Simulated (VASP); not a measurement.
A run of VASP 6.6.1 is set up as follows.

INCAR

```
PREC = Accurate
ENCUT = 520
EDIFF = 1E-6
ISMEAR = 0
SIGMA = 0.05
LREAL = False
LASPH = True
NELM = 60
ALGO = Normal
ISIF = 2
LWAVE = False
LCHARG = False
GGA = PS
NBANDS = 18
```

File KPOINTS:

```
regular mesh
0
Gamma
  8 8 8
```

The input POSCAR:

```
HfO2
1.0
    0.0000000000      2.4296250000      2.4296250000
    2.4296250000      0.0000000000      2.4296250000
    2.4296250000      2.4296250000      0.0000000000
Hf O
1 2
Direct
    0.0000000000      0.0000000000      0.0000000000
    0.2500000000      0.2500000000      0.2500000000
    0.7500000000      0.7500000000      0.7500000000
```

Potentials or basis: VASP PAW PBE potentials, release 64 (Hf_pv, O).

Run with:

```sh
$ cat potpaw_PBE.64/Hf_pv/POTCAR potpaw_PBE.64/O/POTCAR > POTCAR
$ mpirun -np 1 vasp_std > vasp.out
```

(1) Estimate the band gap on the k mesh.

(2) What does it give for the pressure?

Results:

(1) 4.00 eV, direct.

(2) 32.8 GPa.

Caveat: the cell differs from its parent crystal (strain -0.050 along x and y, -0.050 along z); the PAW data sets were made with another functional, which shifts forces and pressure a little; spin-orbit coupling is left out, which moves the levels of the heavy elements.
